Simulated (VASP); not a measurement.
# KI: single point with HSE06

KI:

```
K I
1.0
     0.00000    3.54429    3.54429
     3.54429    0.00000    3.54429
     3.54429    3.54429    0.00000
K I
1 1
Direct
  0.00000 0.00000 0.00000
  0.50000 0.50000 0.50000
```

| Quantity | Value |
| --- | --- |
| Program | VASP 6.6.1 |
| Task | single point |
| Functional | HSE06 |
| Potentials or basis | VASP PAW PBE potentials, release 64 (K_sv, I) |
| Cutoff | 520 eV |
| k mesh | 4 × 4 × 4 |
| Occupations | gaussian, width 0.01 eV |
| Spin | no spin polarisation |

| Property | Result |
| --- | --- |
| Pressure | 0.3 GPa |
| Band gap on the k mesh | 4.93 eV |

Levels at points of the mesh, in eV from the valence-band top:
| k point | band 6 | band 7 | band 8 | band 9 | band 10 | band 11 |
| --- | --- | --- | --- | --- | --- | --- |
| (0.00, 0.00, 0.00) | 0.00 | 0.00 | 0.00 | 4.93 | 7.65 | 7.65 |
| (0.50, 0.00, 0.00) | -1.37 | -0.34 | -0.34 | 6.48 | 8.88 | 9.22 |
| (0.50, 0.50, 0.00) | -1.05 | -0.39 | -0.39 | 5.95 | 6.81 | 9.46 |

Wall time 16 min on 1 thread of AMD EPYC 7R13, with other jobs on the host, peak memory 0.33 GiB.

Caveat: the PAW data sets were made with another functional, which shifts forces and pressure a little; spin-orbit coupling is left out, which moves the levels of the heavy elements.
